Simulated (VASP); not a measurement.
# AlN (P1) in VASP: single point with PBEsol

Aim: the single point of AlN with PBEsol.

Everything below comes from runs of VASP 6.6.1. Logs are shortened: lines on timing, memory, paths and dates and some standing lists are left out, and cuts for length are marked.

### Step 1. The cell of the first run

The typed cell holds 4 atoms: a = 3.111 Å, b = 3.111 Å, c = 4.978 Å, α = 90.00°, β = 90.00°, γ = 120.00°.

### Step 2. Single point, PBEsol (atom 3 (N) moved by (-0.600, -0.300) A along x and y)

Input file INCAR:

```
PREC     = Accurate       # precision mode
ENCUT    = 600            # plane-wave cutoff, eV
EDIFF    = 1E-6           # SCF threshold, eV
ISMEAR   = 0              # smearing method
SIGMA    = 0.05           # smearing width, eV
LREAL    = False          # projectors in reciprocal space
LASPH    = True           # aspherical terms in the spheres
NELM     = 120            # most SCF steps
ALGO     = Normal         # electronic algorithm
ISIF     = 2              # what is computed and relaxed
LWAVE    = False          # write WAVECAR
LCHARG   = True           # write CHGCAR
GGA      = PS             # functional
LELF     = True           # ELF
LVHAR    = True         
NBANDS   = 16             # bands
GGA_COMPAT= False
```

Input file KPOINTS:

```
regular mesh
0
Gamma
  12 12 6
```

Input file POSCAR:

```
AlN
1.0
    3.1110021516      0.0000000000      0.0000000000
   -1.5555010758      2.6942068945      0.0000000000
    0.0000000000      0.0000000000      4.9780000000
Al N
2 2
Direct
    0.3333333333      0.6666666667      0.0000000000
    0.6666666667      0.3333333333      0.5000000000
    0.0847944243      0.5553166435      0.3850000000
    0.6666666667      0.3333333333      0.8850000000
```

Potentials or basis: VASP PAW PBE potentials, release 64 (Al, N).

The run is started by

```sh
$ cat potpaw_PBE.64/Al/POTCAR potpaw_PBE.64/N/POTCAR > POTCAR
$ mpirun -np 1 vasp_std > vasp.out
```

OUTCAR:

```text
PREC = Accurate
   ENCUT = 600
   EDIFF = 1E-6
   ISMEAR = 0
   LREAL = False
   LASPH = True
   NELM = 120
   ISIF = 2
   GGA = PS

 ion  position               nearest neighbor table
   1  0.333  0.667  0.000-   4 1.89   4 1.89   4 1.89   3 2.03   2 3.07   2 3.07   2 3.07   2 3.07
                             2 3.07   2 3.07
   2  0.667  0.333  0.500-   3 1.26   4 1.92   3 2.25   3 2.31   1 3.07   1 3.07   1 3.07   1 3.07
                             1 3.07   1 3.07
   3  0.085  0.555  0.385-   2 1.26   1 2.03   2 2.25   2 2.31
   4  0.667  0.333  0.885-   1 1.89   1 1.89   1 1.89   2 1.92

 -----------------------------------------------------------------------------
|                                                                             |
|           W    W    AA    RRRRR   N    N  II  N    N   GGGG   !!!           |
|           W    W   A  A   R    R  NN   N  II  NN   N  G    G  !!!           |
|           W    W  A    A  R    R  N N  N  II  N N  N  G       !!!           |
|           W WW W  AAAAAA  RRRRR   N  N N  II  N  N N  G  GGG   !            |
|           WW  WW  A    A  R   R   N   NN  II  N   NN  G    G                |
|           W    W  A    A  R    R  N    N  II  N    N   GGGG   !!!           |
|                                                                             |
|     The distance between some ions is very small. Please check the          |
|     nearest-neighbor list in the OUTCAR file.                               |
|     I HOPE YOU KNOW WHAT YOU ARE DOING!                                     |
|                                                                             |
 -----------------------------------------------------------------------------

  LATTYP: Found a hexagonal cell.
 ALAT       =     3.1110021516
 C/A-ratio  =     1.6001274694

  Lattice vectors:

 A1 = (   3.1110021516,   0.0000000000,   0.0000000000)
 A2 = (  -1.5555010758,   2.6942068945,   0.0000000000)
 A3 = (   0.0000000000,   0.0000000000,   4.9780000000)

Analysis of symmetry for initial positions (statically):
=====================================================================
 Subroutine PRICEL returns:
 Original cell was already a primitive cell.

 Routine SETGRP: Setting up the symmetry group for a
 hexagonal supercell.

 Subroutine GETGRP returns: Found  1 space group operations
 (whereof  1 operations were pure point group operations)
 out of a pool of 24 trial point group operations.

The static configuration has the point symmetry C_1 .

Analysis of symmetry for dynamics (positions and initial velocities):
=====================================================================
 Subroutine PRICEL returns:
 Original cell was already a primitive cell.

 Routine SETGRP: Setting up the symmetry group for a
 hexagonal supercell.

 Subroutine GETGRP returns: Found  1 space group operations
 (whereof  1 operations were pure point group operations)
 out of a pool of 24 trial point group operations.

The dynamic configuration has the point symmetry C_1 .

 Subroutine INISYM returns: Found  1 space group operations
 (whereof  1 operations are pure point group operations),
 and found     1 'primitive' translations

----------------------------------------------------------------------------------------

                                     Primitive cell

  volume of cell :      41.7240

  direct lattice vectors                    reciprocal lattice vectors
     3.111002152  0.000000000  0.000000000     0.321439829  0.185583372  0.000000000
    -1.555501076  2.694206895  0.000000000     0.000000000  0.371166744  0.000000000
     0.000000000  0.000000000  4.978000000     0.000000000  0.000000000  0.200883889

  length of vectors
     3.111002152  3.111002152  4.978000000     0.371166744  0.371166744  0.200883889

  position of ions in fractional coordinates (direct lattice)
     0.333333333  0.666666667  0.000000000
     0.666666667  0.333333333  0.500000000
     0.084794424  0.555316643  0.385000000
     0.666666667  0.333333333  0.885000000

  ion indices of the primitive-cell ions
   primitive index   ion index
                 1           1
                 2           2
                 3           3
                 4           4

----------------------------------------------------------------------------------------

 KPOINTS: regular mesh

Automatic generation of k-mesh.
 Grid dimensions read from file:
 generate k-points for:   12   12    6

 Generating k-lattice:

  Cartesian coordinates                     Fractional coordinates (reciprocal lattice)
     0.026786652  0.015465281  0.000000000     0.083333333  0.000000000  0.000000000
     0.000000000  0.030930562  0.000000000     0.000000000  0.083333333  0.000000000
     0.000000000  0.000000000  0.033480648     0.000000000  0.000000000  0.166666667

  Length of vectors
     0.030930562  0.030930562  0.033480648

  Shift w.r.t. Gamma in fractional coordinates (k-lattice)
     0.000000000  0.000000000  0.000000000

 Subroutine IBZKPT returns following result:
 ===========================================

 Found    436 irreducible k-points:

 Following reciprocal coordinates:
            Coordinates               Weight
  0.000000  0.000000  0.000000      1.000000
  0.083333  0.000000  0.000000      2.000000
  0.000000  0.083333  0.000000      2.000000
 -0.083333  0.083333  0.000000      2.000000
  0.166667 -0.000000  0.000000      2.000000
  0.000000  0.166667  0.000000      2.000000
[... 16 lines left out ...]
  0.166667  0.083333  0.000000      2.000000
 -0.083333  0.250000  0.000000      2.000000
 [... further k-points ...]
   k-points           NKPTS =    436   k-points in BZ     NKDIM =    436   number of bands    NBANDS=     16
   number of dos      NEDOS =    301   number of ions     NIONS =      4
   total plane-waves  NPLWV =  31360
   dimension x,y,z NGX =    28 NGY =   28 NGZ =   40
   dimension x,y,z NGXF=    56 NGYF=   56 NGZF=   80
   ions per type =               2   2
   NGX,Y,Z   is equivalent  to a cutoff of  14.96, 14.96, 13.36 a.u.
   NGXF,Y,Z  is equivalent  to a cutoff of  29.93, 29.93, 26.72 a.u.
 SYSTEM =  unknown system
   PREC   = accura    normal or accurate (medium, high low for compatibility)
   ISTART =      0    job   : 0-new  1-cont  2-samecut
   ICHARG =      2    charge: 1-file 2-atom 10-const
   ISPIN  =      1    spin polarized calculation?
   LNONCOLLINEAR =      F non collinear calculations
   LSORBIT =      F    spin-orbit coupling
   LASPH  =      T    aspherical Exc in radial PAW
   ENCUT  =  600.0 eV  44.10 Ry    6.64 a.u.   6.21  6.21  9.94*2*pi/ulx,y,z
   NELM   =    120;   NELMIN=  2; NELMDL= -5     # of ELM steps
   EDIFF  = 0.1E-05   stopping-criterion for ELM
   LREAL  =      F    real-space projection
   EDIFFG = 0.1E-04   stopping-criterion for IOM
   NSW    =      0    number of steps for IOM
   IBRION =     -1    ionic relax: 0-MD 1-quasi-New 2-CG
   NFREE  =      0    steps in history (QN), initial steepest desc. (CG)
   ISIF   =      2    stress and relaxation
   ISYM   =      2    0-nonsym 1-usesym 2-fastsym
   POTIM  = 0.5000    time-step for ionic-motion
   TEBEG  =    0.0;   TEEND  =   0.0 temperature during run
   PSTRESS=    0.0 pullay stress
   NELECT =      16.0000    total number of electrons
   NUPDOWN=      -1.0000    fix difference up-down
   EMIN   =  10.00;   EMAX   =-10.00  energy-range for DOS
   EFERMI =   0.00;   METHOD = LEGACY
   ISMEAR =     0;   SIGMA  =   0.05  broadening in eV -4-tet -1-fermi 0-gaus
   EFERMI_NEDOS =   21; number of points for ismear=-14 and -15
   IALGO  =     38    algorithm
   IMIX   =      4    mixing-type and parameters
     AMIX     =   0.40;   BMIX     =  1.00
     AMIX_MAG =   1.60;   BMIX_MAG =  1.00
  volume/ion in A,a.u.               =      10.43        70.39
  Fermi-wavevector in a.u.,A,eV,Ry     =   1.189377  2.247596 19.247033  1.414617
  Thomas-Fermi vector in A             =   2.325485
   LORBIT       =      0    0 simple, 1 ext, 2 COOP (PROOUT), +10 PAW based schemes
   GGA     = PS    functional components
   LHFCALC =     F    Hartree Fock is set to
   AEXX    =    0.0000 exact exchange contribution
   IVDW    =     0    specifies the selected vdW correction
   LEPSILON=     F    determine dielectric tensor
   LRPA    =     F    only Hartree local field effects (RPA)
 non-spin polarized calculation
 Gauss-broadening in eV      SIGMA  =   0.05
  energy-cutoff  :      600.00
  volume of cell :       41.72
 maximum number of plane-waves:      1412
 NGX is ok and might be reduce to    28
   NGX = 13   NGY = 13   NGZ = 19

 number of electron      16.0000001 magnetization

 Free energy of the ion-electron system (eV)
  ---------------------------------------------------
  ext. energy  EPLUGINS =         0.00000000
  ---------------------------------------------------
  free energy    TOTEN  =       -22.06293253 eV

  energy without entropy =      -22.06293253  energy(sigma->0) =      -22.06293253

 E-fermi :   6.3809     XC(G=0): -11.0465

 val. band max:        6.1513282422   @ k =   0.0000   0.0000   0.0000
 cond. band min:       9.6379714340   @ k =   0.0000   0.0000   0.0000
 fundamental gap:      3.4866431918
 Fermi energy:         6.3809395357

 k-point     1 :       0.0000    0.0000    0.0000
  band No.  band energies     occupation
      1      -9.0923      2.00000
      2      -6.8329      2.00000
      3      -0.0326      2.00000
      4       4.9184      2.00000
      5       5.2506      2.00000
      6       5.5555      2.00000
[... 8 lines left out ...]
     15      18.9682      0.00000
     16      20.0820      0.00000

 k-point     2 :       0.0833    0.0000    0.0000
  band No.  band energies     occupation
      1      -9.0031      2.00000
      2      -6.7838      2.00000
      3       0.0738      2.00000
      4       4.4810      2.00000
      5       5.1183      2.00000
      6       5.2862      2.00000
[... 8 lines left out ...]
     15      18.9022      0.00000
     16      19.7581      0.00000

 k-point     3 :       0.0000    0.0833    0.0000
  band No.  band energies     occupation
      1      -9.0067      2.00000
      2      -6.7794      2.00000
      3       0.0680      2.00000
      4       4.4438      2.00000
      5       5.0852      2.00000
      6       5.4828      2.00000
[... 8 lines left out ...]
     15      19.0597      0.00000
     16      19.6245      0.00000

 k-point     4 :      -0.0833    0.0833    0.0000
  band No.  band energies     occupation
      1      -9.0072      2.00000
      2      -6.7789      2.00000
      3       0.0672      2.00000
      4       4.4452      2.00000
      5       5.0727      2.00000
      6       5.4944      2.00000
[... 8 lines left out ...]
     15      19.0475      0.00000
     16      19.6385      0.00000
[... 324 lines left out ...]
 k-point    22 :      -0.1667    0.0833    0.0000
  band No.  band energies     occupation
      1      -8.8334      2.00000
      2      -6.6864      2.00000
      3       0.2759      2.00000
      4       3.7751      2.00000
      5       4.7000      2.00000
      6       5.1129      2.00000
[... 8 lines left out ...]
     15      18.9250      0.00000
     16      19.2739      0.00000

 k-point    23 :       0.1667    0.0833    0.0000
  band No.  band energies     occupation
      1      -8.4993      2.00000
      2      -6.5329      2.00000
      3       0.6875      2.00000
      4       2.8784      2.00000
      5       3.9497      2.00000
      6       4.6150      2.00000
[... 8 lines left out ...]
     15      18.7558      0.00000
     16      19.4164      0.00000

 k-point    24 :      -0.0833    0.2500    0.0000
  band No.  band energies     occupation
      1      -8.5330      2.00000
      2      -6.4886      2.00000
      3       0.6310      2.00000
      4       2.7213      2.00000
      5       3.8848      2.00000
      6       5.0085      2.00000
[... 8 lines left out ...]
     15      19.6050      0.00000
     16      20.1130      0.00000

 [... further k-points ...]

------------------------ aborting loop because EDIFF is reached ----------------------------------------

  FORCE on cell =-STRESS in cart. coord.  units (eV):
  Direction    XX          YY          ZZ          XY          YZ          ZX
  --------------------------------------------------------------------------------------
  -------------------------------------------------------------------------------------
  Total       28.7508142     10.1392124     10.6279669     19.2624780    -11.7239293    -18.4305306
  in kB     1104.0140065    389.3396701    408.1075493    739.6675912   -450.1918470   -707.7213112
  external PRESSURE =     633.8204086 kB  Pullay stress =       0.0000000 kB

 VOLUME and BASIS-vectors are now :
 -----------------------------------------------------------------------------
  energy-cutoff  :      600.00
  volume of cell :       41.72
      direct lattice vectors                 reciprocal lattice vectors
     3.111002152  0.000000000  0.000000000     0.321439829  0.185583372  0.000000000
    -1.555501076  2.694206895  0.000000000     0.000000000  0.371166744  0.000000000
     0.000000000  0.000000000  4.978000000     0.000000000  0.000000000  0.200883889

 POSITION                                       TOTAL-FORCE (eV/Angst)
 -----------------------------------------------------------------------------------
     -0.00000      1.79614      0.00000        -0.800309     -0.374980      0.973428
      1.55550      0.89807      2.48900       -34.432625    -21.544945     19.753876
     -0.60000      1.49614      1.91653        35.967030     22.359572    -20.239513
      1.55550      0.89807      4.40553        -0.734096     -0.439647     -0.487791
 -----------------------------------------------------------------------------------
    total drift:                                0.000774      0.000534     -0.000061

  FREE ENERGIE OF THE ION-ELECTRON SYSTEM (eV)
  ---------------------------------------------------
  free  energy   TOTEN  =       -22.0629325253 eV

  energy  without entropy=      -22.0629325253  energy(sigma->0) =      -22.06293253
```

Run time: 7.4 min. Hardware: 1 thread of Intel Xeon 8259CL, shared host; peak memory 0.41 GiB.

Results:

| Property | Result |
| --- | --- |
| Free energy | -22.0629 eV |
| Pressure | 63.4 GPa |
| Largest force | 46.938 eV/Å |
| Band gap on the k mesh | 3.49 eV |

Forces on the atoms (eV/Å):
```
Al   -0.800  -0.375   0.973
Al  -34.433 -21.545  19.754
N    35.967  22.360 -20.240
N    -0.734  -0.440  -0.488
```

Levels at points of the mesh, in eV from the valence-band top:
| k point | band 5 | band 6 | band 7 | band 8 | band 9 | band 10 | band 11 | band 12 |
| --- | --- | --- | --- | --- | --- | --- | --- | --- |
| (0.00, 0.00, 0.00) | -0.90 | -0.60 | -0.35 | 0.00 | 3.49 | 6.27 | 8.77 | 10.69 |
| (0.50, 0.00, 0.00) | -3.34 | -2.19 | -2.16 | -0.71 | 4.75 | 7.32 | 7.73 | 8.53 |
| (0.00, 0.50, 0.00) | -3.79 | -1.85 | -1.27 | -0.94 | 4.29 | 5.76 | 6.80 | 9.36 |
| (0.50, 0.50, 0.00) | -3.74 | -1.89 | -1.23 | -0.82 | 4.07 | 5.83 | 6.79 | 9.31 |
| (0.00, 0.00, 0.50) | -0.87 | -0.85 | -0.70 | -0.36 | 4.89 | 5.82 | 9.50 | 10.42 |
| (0.50, 0.00, 0.50) | -1.78 | -1.35 | -1.22 | -1.06 | 4.46 | 4.77 | 7.98 | 8.57 |
| (0.00, 0.50, 0.50) | -2.24 | -1.90 | -1.35 | -1.15 | 4.94 | 5.45 | 7.21 | 8.19 |
| (0.50, 0.50, 0.50) | -2.30 | -1.94 | -1.39 | -1.22 | 5.13 | 5.57 | 7.12 | 8.12 |

Caveat: the cell differs from its parent crystal (atom 3 (N) moved by (-0.600, -0.300) A along x and y); atoms lie so close that the PAW spheres overlap strongly, which falsifies energies and pressures; the cell stands under pressure; the PAW data sets were made with another functional, which shifts forces and pressure a little.
